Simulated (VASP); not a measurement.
## Hg: relaxation of cell and atoms with PBE

Crystal: Hg.

```
Hg
1.0
     3.44194    0.00000    0.00000
    -1.72097    2.98081    0.00000
     0.00000    0.00000   11.06233
Hg
4
Cartesian
  0.0000 0.0000 0.0000
  0.0000 1.9872 2.7656
  0.0000 0.0000 5.5312
  1.7210 0.9936 8.2967
```

- Program: VASP 6.6.1
- Task: relaxation of cell and atoms
- Functional: PBE
- Potentials or basis: VASP PAW PBE potentials, release 64 (Hg)
- Cutoff: 600 eV
- k mesh: 15 × 15 × 4
- Occupations: gaussian, width 0.1 eV
- Spin: no spin polarisation
- Dipole correction: no
- Further INCAR settings: ALGO = Normal; EDIFF = 1e-07; IBRION = 2; EDIFFG = -0.01; NSW = 100; ISIF = 3

```yaml
Relaxed_volume: 31.61 Å³/atom
Relaxed_cell: a = 3.596 Å, b = 3.596 Å, c = 11.291 Å, α = 90.00°, β = 90.00°, γ = 120.00°
Space_group_after_relaxing_to_0.05_Å: P6_3/mmc (No. 194)
Energy_gained_by_relaxing: 9.3 meV/atom
Ionic_steps: 11
Pressure_after_relaxing: 0.0 GPa
Band_gap_on_the_k_mesh: 0.30 eV, indirect (least direct gap 0.86 eV)
```

The path:
```
step  energy change (eV)  largest force (eV/Å)  pressure (GPa)  volume (Å³)
   1              0.0000                0.0000            1.00       113.50
   2             -0.0159                0.0000            0.72       116.43
   3             -0.0365                0.0000            0.06       125.12
   4             -0.0367                0.0000            0.03       126.16
   5             -0.0365                0.0000           -0.03       127.37
   6             -0.0367                0.0000           -0.04       126.85
   7             -0.0367                0.0000           -0.02       126.50
   8             -0.0369                0.0000           -0.02       126.50
   9             -0.0371                0.0000           -0.03       126.48
  10             -0.0371                0.0000            0.00       126.43
  11             -0.0373                0.0000            0.00       126.46
```

Final structure:
```
Hg
1.0
     3.59620    0.00000    0.00000
    -1.79810    3.11440    0.00000
     0.00000    0.00000   11.29091
Hg
4
Direct
  0.00000 0.00000 0.00000
  0.33333 0.66667 0.25000
  0.00000 0.00000 0.50000
  0.66667 0.33333 0.75000
```

Levels at points of the mesh, in eV from the valence-band top:
```tsv
k point	band 22	band 23	band 24	band 25	band 26	band 27
(0.00, 0.00, 0.00)	-4.79	-4.79	-1.11	0.30	6.54	6.55
(0.00, 0.00, 0.50)	-5.05	-3.01	-3.01	2.85	2.85	10.66
```

It took 21 min on 1 thread of Intel(R) Xeon(R) Platinum 8488C (Sapphire Rapids), on a shared host, peak memory 0.42 GiB.

Caveat: spin-orbit coupling is left out, which moves the levels of the heavy elements. A k mesh can miss the band edges.
